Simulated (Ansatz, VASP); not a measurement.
Ti: VASP beside Ansatz

File INCAR:

```
PREC = Accurate
ENCUT = 520
EDIFF = 1E-8
ISMEAR = -1
SIGMA = 0.08
LREAL = False
LASPH = True
NELM = 80
ALGO = Normal
ISIF = 2
LWAVE = False
LCHARG = False
GGA = PS
LEFG = True
NBANDS = 19
```

File KPOINTS:

```
Automatic mesh
0
Gamma
  13 13 7
```

The input POSCAR:

```
Ti
1.0
    2.9499978604     -0.0294999786     -0.0294999786
   -1.5005466611      2.5695230775     -0.0107977416
   -0.0468600000     -0.0468600000      4.6860000000
Ti
2
Direct
    0.3333333333      0.6666666667      0.2500000000
    0.6666666667      0.3333333333      0.7500000000
```

Input for Ansatz:

```yaml
crystal:
  lattice:
    - [2.9499978604, -0.0294999786, -0.0294999786]
    - [-1.5005466611, 2.5695230775, -0.0107977416]
    - [-0.04686, -0.04686, 4.686]
  atoms:
    - { symbol: Ti, position: [0.3333333333, 0.6666666667, 0.25] }
    - { symbol: Ti, position: [0.6666666667, 0.3333333333, 0.75] }
kpoints:
  mp_grid: { grid: [13, 13, 7] }
scf:
  occupations: { method: fermi_dirac, width: 0.08 }
hamiltonian:
  xc: pbesol
  pseudopotentials: { kind: all_electron, datasets: crystal }
output:
  forces: true
  stress: true
  eigenvalues: true
  efg: { contact_densities: true }
```

Change from the starting cell: equal xy, yz and zx shear strains of -2 %, crystal datasets.

Alike in both runs: task electric field gradients; functional PBEsol; k mesh 13 × 13 × 7; occupations fermi-dirac, width 0.08 eV; no spin polarisation.

```csv
,VASP,Ansatz
version,VASP 6.6.1,Ansatz 0.2.0
potentials or method,"VASP PAW PBE potentials, release 64 (Ti_sv), cutoff 520 eV","all-electron PAW with datasets made for the crystal, scalar-relativistic"
```

VASP gave:

```
pressure (GPa)                                                : -6.0
traceless stress, the component that is largest in VASP (GPa) : 1.22
rms of the force components (eV/Å)                            : 0.030
size of Vzz on the site where it differs most (V/Å²)          : 16.7
```

Q: What did Ansatz give for the same quantities?

A: Pressure (GPa): -5.8; traceless stress, the component that is largest in VASP (GPa): 1.23; rms of the force components (eV/Å): 0.031; size of Vzz on the site where it differs most (V/Å²): 18.2.

VASP's potentials were made for PBE, not for PBEsol. Atom by atom the forces differ by 0.000 eV/Å (rms over components). Ansatz ran all-electron here, and VASP with PAW potentials.
